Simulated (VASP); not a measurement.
A run of VASP 6.6.1 is set up as follows.

File INCAR:

```
SYSTEM = Pt
  ALGO = Normal
  EDIFF = 1E-6
  ENCUT = 520
  GGA = PE
  ISIF = 2
  ISMEAR = -1
  LASPH = .TRUE.
  LCHARG = .FALSE.
  LREAL = .FALSE.
  LWAVE = .FALSE.
  NBANDS = 11
  NELM = 60
  PREC = Accurate
  SIGMA = 0.05
```

Contents of KPOINTS:

```
k-points
0
G
  12 12 12
  0 0 0
```

The input POSCAR:

```
Pt
1.0
    0.0000000000      1.9867042750      1.9867042750
    1.9867042750      0.0000000000      1.9867042750
    1.9867042750      1.9867042750      0.0000000000
Pt
1
Direct
    0.0000000000      0.0000000000      0.0000000000
```

Potentials or basis: VASP PAW PBE potentials, release 64 (Pt).

Launch:

```console
$ cat potpaw_PBE.64/Pt/POTCAR > POTCAR
$ mpirun -np 1 vasp_std > vasp.out
```

Task: Estimate the band gap on the k mesh.

Result: Zero (band 5 reaches 10.99 eV, above the bottom of band 6 at 8.91 eV).

Task: Estimate the pressure.

Result: -0.9 GPa.

Caveat: spin-orbit coupling is left out, which moves the levels of the heavy elements.
